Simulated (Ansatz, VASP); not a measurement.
## Hf2S in VASP and in Ansatz

```
CELL_PARAMETERS angstrom
3.36869 0.00000 0.00000
-1.68434 2.91737 0.00000
0.00000 0.00000 11.71597
ATOMIC_POSITIONS crystal
Hf 0.66667 0.33333 0.89973
Hf 0.33333 0.66667 0.39973
Hf 0.66667 0.33333 0.60027
Hf 0.33333 0.66667 0.10027
S 0.00000 0.00000 0.75000
S 0.00000 0.00000 0.25000
```

Alike in both runs: functional r2SCAN; dispersion rVV10; k mesh 12 × 12 × 4; occupations gaussian, width 0.1 eV; no spin polarisation.

Ansatz relaxed the structure, and its values are those at the end. VASP's run is a single point on that final structure, the one shown.

|  | VASP | Ansatz |
| --- | --- | --- |
| version | VASP 6.6.1 | Ansatz 0.2.0 |
| potentials or method | VASP PAW PBE potentials, release 64 (Hf_pv, S), cutoff 520 eV | scalar-relativistic, plane waves, PAW |
| valence electrons in the cell | 52 | 116 |

```tsv
	VASP	Ansatz	Ansatz less VASP
gap on the k mesh at the Fermi level (eV)	none	none	-
pressure (GPa)	-0.4	0.0	+0.45
rms of the force components (eV/Å)	0.010	0.002	-0.0074
```

VASP's potentials were made for PBE, not for r2SCAN. A gap of «none» marks a metal or a gap that the smearing closes. VASP's potentials hold 52 valence electrons a cell and Ansatz's 116, so a difference there can come from the potentials and not from the codes.

Spin-orbit coupling is off throughout.
